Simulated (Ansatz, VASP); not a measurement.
**One calculation of CdTe, two programs**

```
Cd Te
1.0
     0.00000    3.34428    3.34428
     3.34428    0.00000    3.34428
     3.34428    3.34428    0.00000
Cd Te
1 1
Direct
  0.00000 0.00000 0.00000
  0.25000 0.25000 0.25000
```

Alike in both runs: task single point; functional r2SCAN; k mesh 6 × 6 × 6; no spin polarisation.

|  | VASP | Ansatz |
| --- | --- | --- |
| version | VASP 6.6.1 | Ansatz 0.2.0 |
| potentials or method | VASP PAW PBE potentials, release 64 (Cd, Te) | plane waves, PAW |
| plane-wave cutoff (eV) | 520 | 500 |
| occupations | gaussian, width 0.01 eV | fixed |
| valence electrons in the cell | 18 | 36 |

Ansatz gave:

| Item | Value |
| --- | --- |
| gap on the k mesh at the Fermi level (eV) | 0.98 |
| pressure (GPa) | -2.1 |

Task: What did VASP give for the same quantities?

Result: gap on the k mesh at the Fermi level (eV): 0.97; pressure (GPa): -2.0.

VASP's potentials were made for PBE, not for r2SCAN. VASP's potentials hold 18 valence electrons a cell and Ansatz's 36, so a difference there can come from the potentials and not from the codes.

Spin-orbit coupling is off throughout.
